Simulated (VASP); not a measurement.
# TaN (P-6m2) in VASP: further runs

Runs on TaN. Level: PBEsol. Tasks: single point.

All numbers are computed with VASP 6.6.1; they aren't measurements. Logs are shortened: lines on timing, memory, paths and dates and some standing lists are left out, and cuts for length are marked.

## 1. The cell of the first run

It takes space group P-6m2 (No. 187, hexagonal). Conventional cell: a = 2.901 Å, b = 2.901 Å, c = 2.682 Å, α = 90.00°, β = 90.00°, γ = 120.00°. Within 3.0 Å of Ta (site symmetry -6m2) lie 6 N at 2.15 Å and 8 Ta at 2.68 to 2.90 Å. Within 3.0 Å of N (site symmetry -6m2) lie 6 Ta at 2.15 Å and 8 N at 2.68 to 2.90 Å.

## 2. Single point, PBEsol (9.78 Å³/atom)

INCAR

```
PREC = Accurate ; ENCUT = 520
EDIFF = 1E-7 ; ISMEAR = 0
SIGMA = 0.15 ; LREAL = False
LASPH = True ; NELM = 80
ALGO = Normal ; ISIF = 2
LWAVE = False ; LCHARG = True
GGA = PS ; LELF = True
LVHAR = True ; NBANDS = 15
```

KPOINTS

```
regular mesh
0
Gamma
  21 21 18
```

POSCAR

```
TaN
1.0
    2.9014437841      0.0000000000      0.0000000000
   -1.4507218920      2.5127240247      0.0000000000
    0.0000000000      0.0000000000      2.6823847784
Ta N
1 1
Direct
    0.3333333333      0.6666666667      0.5000000000
    0.0000000000      0.0000000000      0.0000000000
```

Potentials or basis: VASP PAW PBE potentials, release 64 (Ta_pv, N).

Command:

```console
$ cat potpaw_PBE.64/Ta_pv/POTCAR potpaw_PBE.64/N/POTCAR > POTCAR
$ mpirun -np 1 vasp_std > vasp.out
```

OUTCAR:

```text
PREC = Accurate
   ENCUT = 520
   EDIFF = 1E-7
   ISMEAR = 0
   LREAL = False
   LASPH = True
   NELM = 80
   ISIF = 2
   GGA = PS

 ion  position               nearest neighbor table
   1  0.333  0.667  0.500-   2 2.15   2 2.15   2 2.15   2 2.15   2 2.15   2 2.15
   2  0.000  0.000  0.000-   1 2.15   1 2.15   1 2.15   1 2.15   1 2.15   1 2.15

  LATTYP: Found a hexagonal cell.
 ALAT       =     2.9014437841
 C/A-ratio  =     0.9245000000

  Lattice vectors:

 A1 = (   2.9014437841,   0.0000000000,   0.0000000000)
 A2 = (  -1.4507218920,   2.5127240247,   0.0000000000)
 A3 = (   0.0000000000,   0.0000000000,   2.6823847784)

Analysis of symmetry for initial positions (statically):
=====================================================================
 Subroutine PRICEL returns:
 Original cell was already a primitive cell.

 Routine SETGRP: Setting up the symmetry group for a
 hexagonal supercell.

 Subroutine GETGRP returns: Found 12 space group operations
 (whereof 12 operations were pure point group operations)
 out of a pool of 24 trial point group operations.

The static configuration has the point symmetry D_3h.

Analysis of symmetry for dynamics (positions and initial velocities):
=====================================================================
 Subroutine PRICEL returns:
 Original cell was already a primitive cell.

 Routine SETGRP: Setting up the symmetry group for a
 hexagonal supercell.

 Subroutine GETGRP returns: Found 12 space group operations
 (whereof 12 operations were pure point group operations)
 out of a pool of 24 trial point group operations.

The dynamic configuration has the point symmetry D_3h.

 Subroutine INISYM returns: Found 12 space group operations
 (whereof 12 operations are pure point group operations),
 and found     1 'primitive' translations

----------------------------------------------------------------------------------------

                                     Primitive cell

  volume of cell :      19.5560

  direct lattice vectors                    reciprocal lattice vectors
     2.901443784  0.000000000  0.000000000     0.344655997  0.198987233  0.000000000
    -1.450721892  2.512724025  0.000000000     0.000000000  0.397974465  0.000000000
     0.000000000  0.000000000  2.682384778     0.000000000  0.000000000  0.372802593

  length of vectors
     2.901443784  2.901443784  2.682384778     0.397974465  0.397974465  0.372802593

  position of ions in fractional coordinates (direct lattice)
     0.333333333  0.666666667  0.500000000
     0.000000000  0.000000000  0.000000000

  ion indices of the primitive-cell ions
   primitive index   ion index
                 1           1
                 2           2

----------------------------------------------------------------------------------------

 KPOINTS: regular mesh

Automatic generation of k-mesh.
 Grid dimensions read from file:
 generate k-points for:   21   21   18

 Generating k-lattice:

  Cartesian coordinates                     Fractional coordinates (reciprocal lattice)
     0.016412190  0.009475583  0.000000000     0.047619048  0.000000000  0.000000000
     0.000000000  0.018951165  0.000000000     0.000000000  0.047619048  0.000000000
     0.000000000  0.000000000  0.020711255     0.000000000  0.000000000  0.055555556

  Length of vectors
     0.018951165  0.018951165  0.020711255

  Shift w.r.t. Gamma in fractional coordinates (k-lattice)
     0.000000000  0.000000000  0.000000000

 Subroutine IBZKPT returns following result:
 ===========================================

 Found    480 irreducible k-points:

 Following reciprocal coordinates:
            Coordinates               Weight
  0.000000  0.000000  0.000000      1.000000
  0.047619  0.000000  0.000000      6.000000
  0.095238  0.000000  0.000000      6.000000
  0.142857  0.000000  0.000000      6.000000
  0.190476  0.000000  0.000000      6.000000
  0.238095  0.000000  0.000000      6.000000
[... 16 lines left out ...]
  0.142857  0.095238  0.000000     12.000000
  0.190476  0.095238  0.000000     12.000000
 [... further k-points ...]
   k-points           NKPTS =    480   k-points in BZ     NKDIM =    480   number of bands    NBANDS=     15
   number of dos      NEDOS =    301   number of ions     NIONS =      2
   total plane-waves  NPLWV =  11520
   dimension x,y,z NGX =    24 NGY =   24 NGZ =   20
   dimension x,y,z NGXF=    48 NGYF=   48 NGZF=   40
   ions per type =               1   1
   NGX,Y,Z   is equivalent  to a cutoff of  13.75, 13.75, 12.40 a.u.
   NGXF,Y,Z  is equivalent  to a cutoff of  27.50, 27.50, 24.79 a.u.
 SYSTEM =  unknown system
   PREC   = accura    normal or accurate (medium, high low for compatibility)
   ISTART =      0    job   : 0-new  1-cont  2-samecut
   ICHARG =      2    charge: 1-file 2-atom 10-const
   ISPIN  =      1    spin polarized calculation?
   LNONCOLLINEAR =      F non collinear calculations
   LSORBIT =      F    spin-orbit coupling
   LASPH  =      T    aspherical Exc in radial PAW
   ENCUT  =  520.0 eV  38.22 Ry    6.18 a.u.   5.39  5.39  4.99*2*pi/ulx,y,z
   NELM   =     80;   NELMIN=  2; NELMDL= -5     # of ELM steps
   EDIFF  = 0.1E-06   stopping-criterion for ELM
   LREAL  =      F    real-space projection
   EDIFFG = 0.1E-05   stopping-criterion for IOM
   NSW    =      0    number of steps for IOM
   IBRION =     -1    ionic relax: 0-MD 1-quasi-New 2-CG
   NFREE  =      0    steps in history (QN), initial steepest desc. (CG)
   ISIF   =      2    stress and relaxation
   ISYM   =      2    0-nonsym 1-usesym 2-fastsym
   POTIM  = 0.5000    time-step for ionic-motion
   TEBEG  =    0.0;   TEEND  =   0.0 temperature during run
   PSTRESS=    0.0 pullay stress
   NELECT =      16.0000    total number of electrons
   NUPDOWN=      -1.0000    fix difference up-down
   EMIN   =  10.00;   EMAX   =-10.00  energy-range for DOS
   EFERMI =   0.00;   METHOD = LEGACY
   ISMEAR =     0;   SIGMA  =   0.15  broadening in eV -4-tet -1-fermi 0-gaus
   EFERMI_NEDOS =   21; number of points for ismear=-14 and -15
   IALGO  =     38    algorithm
   IMIX   =      4    mixing-type and parameters
     AMIX     =   0.40;   BMIX     =  1.00
     AMIX_MAG =   1.60;   BMIX_MAG =  1.00
  volume/ion in A,a.u.               =       9.78        65.99
  Fermi-wavevector in a.u.,A,eV,Ry     =   1.531163  2.893479 31.898325  2.344461
  Thomas-Fermi vector in A             =   2.638546
   LORBIT       =      0    0 simple, 1 ext, 2 COOP (PROOUT), +10 PAW based schemes
   GGA     = PS    functional components
   LHFCALC =     F    Hartree Fock is set to
   AEXX    =    0.0000 exact exchange contribution
   IVDW    =     0    specifies the selected vdW correction
   LEPSILON=     F    determine dielectric tensor
   LRPA    =     F    only Hartree local field effects (RPA)
 non-spin polarized calculation
 Gauss-broadening in eV      SIGMA  =   0.15
  energy-cutoff  :      520.00
  volume of cell :       19.56
 maximum number of plane-waves:       550
 NGX is ok and might be reduce to    24
   NGX = 11   NGY = 11   NGZ =  9

 number of electron      16.0000000 magnetization

 Free energy of the ion-electron system (eV)
  ---------------------------------------------------
  ext. energy  EPLUGINS =         0.00000000
  ---------------------------------------------------
  free energy    TOTEN  =       -23.47570020 eV

  energy without entropy =      -23.47403817  energy(sigma->0) =      -23.47486919

 E-fermi :   9.1904     XC(G=0): -14.0308

 val. band max:        9.1672767844   @ k =   0.0476   0.0000   0.5000
 cond. band min:       9.1973058302   @ k =   0.4762   0.0476   0.5000
 fundamental gap:      0.0300290458
 Fermi energy:         9.1904098683

 k-point     1 :       0.0000    0.0000    0.0000
  band No.  band energies     occupation
      1     -25.1282      2.00000
      2     -25.1250      2.00000
      3     -25.1250      2.00000
      4      -9.3907      2.00000
      5       3.6427      2.00000
      6       3.6427      2.00000
      7       4.5133      2.00000
      8       6.5659      2.00000
      9      11.6009      0.00000
     10      13.5952      0.00000
     11      13.5952      0.00000
     12      13.9075      0.00000
     13      13.9075      0.00000
     14      22.8224      0.00000
     15      23.3330      0.00000

 k-point     2 :       0.0476    0.0000    0.0000
  band No.  band energies     occupation
      1     -25.1567      2.00000
      2     -25.1315      2.00000
      3     -25.1245      2.00000
      4      -9.3343      2.00000
      5       3.4934      2.00000
      6       3.6866      2.00000
      7       4.5868      2.00000
      8       6.4893      2.00000
      9      11.7928      0.00000
     10      13.4793      0.00000
     11      13.5920      0.00000
     12      13.8822      0.00000
     13      13.9805      0.00000
     14      22.8180      0.00000
     15      23.2959      0.00000

 k-point     3 :       0.0952    0.0000    0.0000
  band No.  band energies     occupation
      1     -25.2480      2.00000
      2     -25.1503      2.00000
      3     -25.1139      2.00000
      4      -9.1704      2.00000
      5       3.1187      2.00000
      6       3.8143      2.00000
      7       4.7681      2.00000
      8       6.2758      2.00000
      9      12.3093      0.00000
     10      13.1784      0.00000
     11      13.5882      0.00000
     12      13.8095      0.00000
     13      14.1785      0.00000
     14      22.8050      0.00000
     15      23.2136      0.00000
[... 343 lines left out ...]
 k-point    23 :       0.1429    0.0952    0.0000
  band No.  band energies     occupation
      1     -25.6132      2.00000
      2     -25.2491      2.00000
      3     -25.0671      2.00000
      4      -8.4533      2.00000
      5       1.9537      2.00000
      6       4.3024      2.00000
      7       5.4007      2.00000
      8       5.4774      2.00000
      9      12.0089      0.00000
     10      13.3479      0.00000
     11      13.7391      0.00000
     12      14.3829      0.00000
     13      15.0008      0.00000
     14      22.8141      0.00000
     15      23.1392      0.00000

 k-point    24 :       0.1905    0.0952    0.0000
  band No.  band energies     occupation
      1     -25.7827      2.00000
      2     -25.2994      2.00000
      3     -25.0439      2.00000
      4      -8.0967      2.00000
      5       1.5184      2.00000
      6       4.5023      2.00000
      7       5.1408      2.00000
      8       5.6530      2.00000
      9      11.6641      0.00000
     10      13.1159      0.00000
     11      13.8971      0.00000
     12      15.2485      0.00000
     13      15.3195      0.00000
     14      22.8533      0.00000
     15      23.2211      0.00000

 [... further k-points ...]

------------------------ aborting loop because EDIFF is reached ----------------------------------------

  FORCE on cell =-STRESS in cart. coord.  units (eV):
  Direction    XX          YY          ZZ          XY          YZ          ZX
  --------------------------------------------------------------------------------------
  -------------------------------------------------------------------------------------
  Total        2.8376876      2.8376876      9.2529463      0.0000000     -0.0000000      0.0000000
  in kB      232.4851031    232.4851031    758.0722452      0.0000000     -0.0000000      0.0000000
  external PRESSURE =     407.6808172 kB  Pullay stress =       0.0000000 kB

 VOLUME and BASIS-vectors are now :
 -----------------------------------------------------------------------------
  energy-cutoff  :      520.00
  volume of cell :       19.56
      direct lattice vectors                 reciprocal lattice vectors
     2.901443784  0.000000000  0.000000000     0.344655997  0.198987233  0.000000000
    -1.450721892  2.512724025  0.000000000     0.000000000  0.397974465  0.000000000
     0.000000000  0.000000000  2.682384778     0.000000000  0.000000000  0.372802593

 POSITION                                       TOTAL-FORCE (eV/Angst)
 -----------------------------------------------------------------------------------
     -0.00000      1.67515      1.34119        -0.000000      0.000000      0.000000
      0.00000      0.00000      0.00000         0.000000     -0.000000      0.000000
 -----------------------------------------------------------------------------------
    total drift:                                0.000000     -0.000000     -0.000000

  FREE ENERGIE OF THE ION-ELECTRON SYSTEM (eV)
  ---------------------------------------------------
  free  energy   TOTEN  =       -23.4757002013 eV

  energy  without entropy=      -23.4740381689  energy(sigma->0) =      -23.47486919
```

It took 1.9 min on 1 thread of Intel Xeon 8259CL, shared host; peak memory 0.26 GiB.

What came out:

```
Free energy            : -23.4757 eV
Pressure               : 40.8 GPa
Band gap on the k mesh : zero (bands 8 and 9 overlap by 0.55 eV)
```

Caveat: the cell stands under pressure; the PAW data sets were made with another functional, which shifts forces and pressure a little; spin-orbit coupling is left out, which moves the levels of the heavy elements.

## 3. Single point, PBEsol (10.20 Å³/atom)

This run uses another cell than the first one, of 10.20 Å³/atom.

INCAR

```
ALGO = Normal
EDIFF = 1E-7
ENCUT = 520
GGA = PS
ISIF = 2
ISMEAR = 0
LASPH = T
LCHARG = F
LREAL = F
LWAVE = F
NBANDS = 15
NELM = 60
PREC = Accurate
SIGMA = 0.15
```

KPOINTS

```
k-points
0
Gamma
  21 21 18
```

POSCAR

```
TaN
1.0
    2.8084672496      0.0000000000      0.0000000000
   -1.4042336248      2.4322039838      0.0000000000
    0.0000000000      0.0000000000      2.9873666134
Ta N
1 1
Direct
    0.3333333333      0.6666666667      0.5000000000
    0.0000000000      0.0000000000      0.0000000000
```

Potentials or basis: VASP PAW PBE potentials, release 64 (Ta_pv, N).

Command:

```console
$ cat potpaw_PBE.64/Ta_pv/POTCAR potpaw_PBE.64/N/POTCAR > POTCAR
$ mpirun -np 1 vasp_std > vasp.out
```

Wall time 2 min (1 thread of Intel Xeon 8259CL, shared host); peak memory 0.27 GiB.

It converged, with:

```
Free energy            : -23.5825 eV
Pressure               : 16.0 GPa
Band gap on the k mesh : zero (bands 8 and 9 overlap by 0.49 eV)
```

Stress tensor (GPa, compression positive):
```
 33.88   0.00   0.00
  0.00  33.88   0.00
  0.00   0.00 -19.68
```

Levels at points of the mesh, in eV from the Fermi level:
```tsv
k point	band 4	band 5	band 6	band 7	band 8	band 9	band 10	band 11	band 12	band 13
(0.00, 0.00, 0.00)	-17.97	-4.72	-4.04	-4.04	-3.33	3.44	3.44	3.48	4.28	4.28
(0.00, 0.00, 0.50)	-15.22	-9.69	-3.11	-3.11	-0.15	-0.15	1.36	4.10	4.10	9.16
```

Caveat: the cell stands under pressure; the PAW data sets were made with another functional, which shifts forces and pressure a little; spin-orbit coupling is left out, which moves the levels of the heavy elements.

## 4. Single point, PBEsol (10.20 Å³/atom)

This run uses another cell than the first one, of 10.20 Å³/atom.

INCAR

```
SYSTEM = TaN
PREC = Accurate
ENCUT = 520
EDIFF = 1E-6
ISMEAR = 0
SIGMA = 0.15
LREAL = .FALSE.
LASPH = .TRUE.
NELM = 100
ALGO = Normal
ISIF = 2
LWAVE = .FALSE.
LCHARG = .TRUE.
GGA = PS
LELF = .TRUE.
LVHAR = .TRUE.
NBANDS = 15
```

KPOINTS

```
regular mesh
0
G
  21 21 18
  0 0 0
```

POSCAR

```
TaN
1.0
    2.8462493896      0.0000000000      0.0000000000
   -1.4231246948      2.4649242769      0.0000000000
    0.0000000000      0.0000000000      2.9085822513
Ta N
1 1
Direct
    0.3333333333      0.6666666667      0.5000000000
    0.0000000000      0.0000000000      0.0000000000
```

Command:

```console
$ cat potpaw_PBE.64/Ta_pv/POTCAR potpaw_PBE.64/N/POTCAR > POTCAR
$ mpirun -np 1 vasp_std > vasp.out
```

It took 1.9 min on 1 thread of Intel Xeon 8259CL, shared host; peak memory 0.26 GiB.

It converged, with:

| Quantity | Value |
| --- | --- |
| Free energy | -23.7178 eV |
| Pressure | 16.3 GPa |
| Band gap on the k mesh | zero (bands 8 and 9 overlap by 0.42 eV) |

Stress tensor (GPa, compression positive):
```
24.96  0.00  0.00
 0.00 24.96  0.00
 0.00  0.00 -0.97
```

Levels at points of the mesh, in eV from the Fermi level:
```tsv
k point	band 5	band 6	band 7	band 8	band 9	band 10	band 11	band 12
(0.00, 0.00, 0.00)	-4.56	-4.41	-4.41	-3.15	3.06	3.67	3.67	4.29
(0.00, 0.00, 0.50)	-9.69	-3.52	-3.52	-0.12	-0.12	2.02	3.81	3.81
```

Caveat: the cell stands under pressure; the PAW data sets were made with another functional, which shifts forces and pressure a little; spin-orbit coupling is left out, which moves the levels of the heavy elements.

## 5. Single point, PBEsol (10.20 Å³/atom)

This run uses another cell than the first one, of 10.20 Å³/atom.

Edit INCAR of step 4 so:

```diff
@@ -3,3 +3,3 @@
 ENCUT = 520
-EDIFF = 1E-6
+EDIFF = 1E-7
 ISMEAR = 0
@@ -8,3 +8,3 @@
 LASPH = .TRUE.
-NELM = 100
+NELM = 60
 ALGO = Normal
```

KPOINTS is that of step 4.

POSCAR

```
TaN
1.0
    2.9233074016      0.0000000000      0.0000000000
   -1.4616537008      2.5316584729      0.0000000000
    0.0000000000      0.0000000000      2.7572635412
Ta N
1 1
Direct
    0.3333333333      0.6666666667      0.5000000000
    0.0000000000      0.0000000000      0.0000000000
```

Command:

```console
$ cat potpaw_PBE.64/Ta_pv/POTCAR potpaw_PBE.64/N/POTCAR > POTCAR
$ mpirun -np 1 vasp_std > vasp.out
```

It took 1.9 min on 1 thread of Intel Xeon 8259CL, shared host; peak memory 0.27 GiB.

Results (log left out):

* Free energy: -23.7020 eV
* Pressure: 19.0 GPa
* Band gap on the k mesh: zero (bands 8 and 9 overlap by 0.54 eV)

Stress tensor (GPa, compression positive):
```
 8.57  0.00  0.00
 0.00  8.57  0.00
 0.00  0.00 39.81
```

Levels at points of the mesh, in eV from the Fermi level:
```csv
k point,band 6,band 7,band 8,band 9,band 10,band 11
"(0.00, 0.00, 0.00)",-5.13,-4.42,-2.70,2.31,4.10,4.10
"(0.00, 0.00, 0.50)",-4.27,-4.27,-0.07,-0.07,3.17,3.17
```

Caveat: the cell stands under pressure; the PAW data sets were made with another functional, which shifts forces and pressure a little; spin-orbit coupling is left out, which moves the levels of the heavy elements.

## 6. Summary

| cell | gap on the mesh (eV) | pressure (GPa) |
| --- | --- | --- |
| a = 2.901, b = 2.901, c = 2.682 Å, angles 90.0, 90.0, 120.0°, 2 atoms | none | 40.8 |
| a = 2.808, b = 2.808, c = 2.987 Å, angles 90.0, 90.0, 120.0°, 2 atoms | none | 16.0 |
| a = 2.846, b = 2.846, c = 2.909 Å, angles 90.0, 90.0, 120.0°, 2 atoms | none | 16.3 |
| a = 2.923, b = 2.923, c = 2.757 Å, angles 90.0, 90.0, 120.0°, 2 atoms | none | 19.0 |

Alike in all rows: task single point; level PBEsol; potentials or basis VASP PAW PBE potentials, release 64 (Ta_pv, N); no spin polarisation; k mesh 21 × 21 × 18; cutoff (eV) 520; smearing gaussian 0.15 eV.

Caveats: the cell stands under pressure; the PAW data sets were made with another functional, which shifts forces and pressure a little; spin-orbit coupling is left out, which moves the levels of the heavy elements.

Absolute energies hang on the potentials; compare differences alone.
